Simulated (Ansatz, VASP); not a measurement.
**Cs3LiCd in VASP and in Ansatz**

Contents of INCAR:

```
SYSTEM = Cs3LiCd
  ALGO = Normal
  EDIFF = 1E-6
  EDIFFG = -0.04
  ENCUT = 600
  GGA = PE
  IBRION = 2
  ISIF = 3
  ISMEAR = 0
  LASPH = .True.
  LCHARG = .False.
  LREAL = .False.
  LWAVE = .False.
  NELM = 60
  NSW = 90
  PREC = Accurate
  SIGMA = 0.1
```

File KPOINTS:

```
k-points
0
Gamma
  4 4 4
  0 0 0
```

File POSCAR:

```
Cs3LiCd
1.0
    5.8638625400      0.0000000000      0.0000000000
    0.0000000000      5.8638625400      0.0000000000
    0.0000000000      0.0000000000      5.8638625400
Cs Li Cd
3 1 1
Direct
    0.0000000000      0.5000000000      0.5000000000
    0.5000000000      0.0000000000      0.5000000000
    0.5000000000      0.5000000000      0.0000000000
    0.5000000000      0.5000000000      0.5000000000
    0.0000000000      0.0000000000      0.0000000000
```

Input for Ansatz:

```yaml
crystal:
  lattice:
    - [5.86386254, 0.0, 0.0]
    - [0.0, 5.86386254, 0.0]
    - [0.0, 0.0, 5.86386254]
  atoms:
    - { symbol: Cs, position: [0.0, 0.5, 0.5] }
    - { symbol: Cs, position: [0.5, 0.0, 0.5] }
    - { symbol: Cs, position: [0.5, 0.5, 0.0] }
    - { symbol: Li, position: [0.5, 0.5, 0.5] }
    - { symbol: Cd, position: [0.0, 0.0, 0.0] }
basis:
  ecutwfc: 420
kpoints:
  mp_grid: { grid: [4, 4, 4] }
hamiltonian:
  xc: pbe
scf:
  occupations: { method: gaussian, width: 0.1 }
  lower_state_search: "off"
output:
  forces: true
  stress: true
  eigenvalues: true
relax:
  adjacent_minimum: "off"
  f_tol: 0.04
  max_steps: 70
  cell: { stress_tol: 0.4 }
```

Alike in both runs: task relaxation of cell and atoms; functional PBE; k mesh 4 × 4 × 4; occupations gaussian, width 0.1 eV; no spin polarisation.

```csv
,VASP,Ansatz
version,VASP 6.6.1,Ansatz 0.2.0
potentials or method,"VASP PAW PBE potentials, release 64 (Cs_sv, Li_sv, Cd), cutoff 600 eV","scalar-relativistic, plane waves, PAW"
valence electrons in the cell,42,50
```

VASP gave:

* gap on the k mesh at the Fermi level, each at its own relaxed structure (eV): none
* relaxed volume (Å³/atom): 75.05
* relaxed length of the cell vector where the two differ most in proportion (Å): 7.213

Problem. What did Ansatz give for the same quantities?

Solution. gap on the k mesh at the Fermi level, each at its own relaxed structure (eV): none; relaxed volume (Å³/atom): 87.22; relaxed length of the cell vector where the two differ most in proportion (Å): 7.583.

A gap of «none» marks a metal or a gap that the smearing closes. One of these differences is far larger than is usual between the two programs; its cause wasn't traced. VASP's potentials hold 42 valence electrons a cell and Ansatz's 50, so a difference there can come from the potentials and not from the codes.

Spin-orbit coupling is off throughout. Noted on VASP's run: the cutoff is under 1.25 times that of the potentials, so the pressure is a little rough; the volume moved by over 15 % at a fixed basis, so the end points are rough.
